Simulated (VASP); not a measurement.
BaS:

```
Ba S
1.0
     0.00000    3.19375    3.19375
     3.19375    0.00000    3.19375
     3.19375    3.19375    0.00000
Ba S
1 1
Direct
  0.00000 0.00000 0.00000
  0.50000 0.50000 0.50000
```

Base run:

| Property | Result |
| --- | --- |
| Program | VASP 6.6.1 |
| Functional | PBE |
| Potentials or basis | VASP PAW PBE potentials, release 64 (Ba_sv, S) |
| Cutoff | 520 eV |
| k mesh | 7 × 7 × 7 |
| Occupations | fermi-dirac, width 0.01 eV |
| Spin | no spin polarisation |

Its results: band gap on the k mesh 2.17 eV (least direct gap 2.31 eV); pressure 1.4 GPa.

After a change of settings the same cell gave: band gap on the k mesh 2.53 eV (least direct gap 2.67 eV); pressure 1.4 GPa. Which change was it?
A. further incar settings from ALGO = Normal; EDIFF = 1e-08; NBANDS = 15 to ALGO = Normal; EDIFF = 1e-07; NBANDS = 15
B. functional from PBE to PBEsol
C. functional from PBE to r2SCAN

C.

Caveats: spin-orbit coupling is left out, which moves the levels of the heavy elements; an odd mesh through Γ misses points on the zone boundary, where band edges can lie; the PAW data sets were made with another functional, which shifts forces and pressure a little (at least some runs).
